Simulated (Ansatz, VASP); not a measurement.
**One calculation of MgF2, two programs**

File INCAR:

```
  ALGO = Normal
  EDIFF = 1E-6
  ENCUT = 600
  GGA = PE
  GGA_COMPAT = F
  ISIF = 2
  ISMEAR = 0
  LASPH = T
  LCHARG = T
  LELF = T
  LREAL = F
  LVHAR = T
  LWAVE = F
  NBANDS = 25
  NELM = 120
  PREC = Accurate
  SIGMA = 0.01
```

KPOINTS

```
k-points
0
Gamma
  4 4 8
```

File POSCAR:

```
MgF2
1.0
    4.7897331589      0.0000000000      0.0000000000
    0.0000000000      4.7897331589      0.0000000000
    0.0000000000      0.0000000000      3.1537298336
Mg F
2 4
Direct
    0.0000000000      0.0000000000      0.0000000000
    0.5000000000      0.5000000000      0.5000000000
    0.3035644552      0.3035644552      0.0000000000
    0.1964355448      0.8035644552      0.5000000000
    0.6964355448      0.6964355448      0.0000000000
    0.8035644552      0.1964355448      0.5000000000
```

Input for Ansatz:

```yaml
crystal:
  lattice:
    - [4.7897331589, 0.0, 0.0]
    - [0.0, 4.7897331589, 0.0]
    - [0.0, 0.0, 3.1537298336]
  atoms:
    - { symbol: Mg, position: [0.0, 0.0, 0.0] }
    - { symbol: Mg, position: [0.5, 0.5, 0.5] }
    - { symbol: F, position: [0.3035644552, 0.3035644552, 0.0] }
    - { symbol: F, position: [0.1964355448, 0.8035644552, 0.5] }
    - { symbol: F, position: [0.6964355448, 0.6964355448, 0.0] }
    - { symbol: F, position: [0.8035644552, 0.1964355448, 0.5] }
kpoints:
  mp_grid: { grid: [4, 4, 8] }
hamiltonian:
  xc: pbe
scf:
  occupations: { method: fixed }
  n_extra_bands: 5
output:
  forces: true
  stress: true
  eigenvalues: true
```

Alike in both runs: task single point; functional PBE; k mesh 4 × 4 × 8; no spin polarisation.

```csv
,VASP,Ansatz
version,VASP 6.6.1,Ansatz 0.2.0
potentials or method,"VASP PAW PBE potentials, release 64 (Mg, F)","plane waves, PAW"
plane-wave cutoff (eV),600,420
occupations,"gaussian, width 0.01 eV",fixed
valence electrons in the cell,32,48
```

Ansatz gave:

```
gap on the k mesh at the Fermi level (eV)                     : 6.45
pressure (GPa)                                                : -4.8
traceless stress, the component that is largest in VASP (GPa) : -0.54
rms of the force components (eV/Å)                            : 0.039
```

Question: What did VASP give for the same quantities?

Answer: gap on the k mesh at the Fermi level (eV): 6.41; pressure (GPa): -5.7; traceless stress, the component that is largest in VASP (GPa): -0.60; rms of the force components (eV/Å): 0.041.

Atom by atom the forces differ by 0.002 eV/Å (rms over components). VASP's potentials hold 32 valence electrons a cell and Ansatz's 48, so a difference there can come from the potentials and not from the codes.
